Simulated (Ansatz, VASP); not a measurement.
# MnO: VASP beside Ansatz

```xyz
2
Lattice="0.0000 2.2239 2.2239 2.2239 0.0000 2.2239 2.2239 2.2239 0.0000" Properties=species:S:1:pos:R:3 pbc="T T T"
Mn    0.0000    0.0000    0.0000
O     2.2239    2.2239    2.2239
```

Alike in both runs: task single point; functional PBE; k mesh 10 × 10 × 10; occupations gaussian, width 0.023 eV; collinear spin.

|  | VASP | Ansatz |
| --- | --- | --- |
| version | VASP 6.6.1 | Ansatz 0.2.0 |
| potentials or method | VASP PAW PBE potentials, release 64 (Mn_pv, O), cutoff 520 eV | all-electron LAPW, scalar-relativistic |

Ansatz gave:

* gap on the k mesh at the Fermi level (eV): none
* pressure (GPa): 0.2
* net moment per atom (μB): 2.40
* size of the moment on the site where the two differ most (μB): 0.24

Problem. Which values does VASP return?

Solution. gap on the k mesh at the Fermi level (eV): none; pressure (GPa): 0.4; net moment per atom (μB): 2.40; size of the moment on the site where the two differ most (μB): 0.21.

Site moments also hang on the region over which each program counts them. A gap of «none» marks a metal or a gap that the smearing closes. Ansatz ran all-electron here, and VASP with PAW potentials.
